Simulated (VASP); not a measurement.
Write the native input for VASP 6.6.1 that does the following.

| Property | Result |
| --- | --- |
| Task | single point |
| Functional | PBEsol |
| Potentials or basis | VASP PAW PBE potentials, release 64 (Ta_pv, N) |
| Cutoff | 520 eV |
| k mesh | 20 × 20 × 20 |
| Occupations | gaussian, width 0.15 eV |
| Spin | no spin polarisation |
| Dipole correction | no |
| Further INCAR settings | ALGO = Normal; EDIFF = 1e-07; NBANDS = 15 |

The structure of TaN lies in POSCAR:

```
TaN
1.0
    0.1790455161      2.2609701223      2.2609701223
    2.2609701223      0.1790455161      2.2609701223
    2.2609701223      2.2609701223      0.1790455161
Ta N
1 1
Direct
    0.5000000000      0.5000000000      0.5000000000
    0.0000000000      0.0000000000      0.0000000000
```

These files were run (other wordings do the same):

INCAR

```
  PREC = Accurate
  ENCUT = 520
  EDIFF = 1E-7
  ISMEAR = 0
  SIGMA = 0.15
  LREAL = False
  LASPH = True
  NELM = 60
  ALGO = Normal
  ISIF = 2
  LWAVE = False
  LCHARG = False
  GGA = PS
  NBANDS = 15
```

KPOINTS

```
Automatic mesh
0
Gamma
  20 20 20
```

Potentials or basis: VASP PAW PBE potentials, release 64 (Ta_pv, N).

Command:

```sh
$ cat potpaw_PBE.64/Ta_pv/POTCAR potpaw_PBE.64/N/POTCAR > POTCAR
$ mpirun -np 1 vasp_std > vasp.out
```

Results of the run:

| Item | Value |
| --- | --- |
| Pressure | 12.3 GPa |
| Band gap on the k mesh | zero (band 8 reaches 11.16 eV, above the bottom of band 9 at 8.10 eV) |

Caveat: the PAW data sets were made with another functional, which shifts forces and pressure a little; spin-orbit coupling is left out, which moves the levels of the heavy elements.

It took 2.6 min on 1 thread of Intel Xeon 6975P-C, with other jobs on the host, peak memory 0.35 GiB.
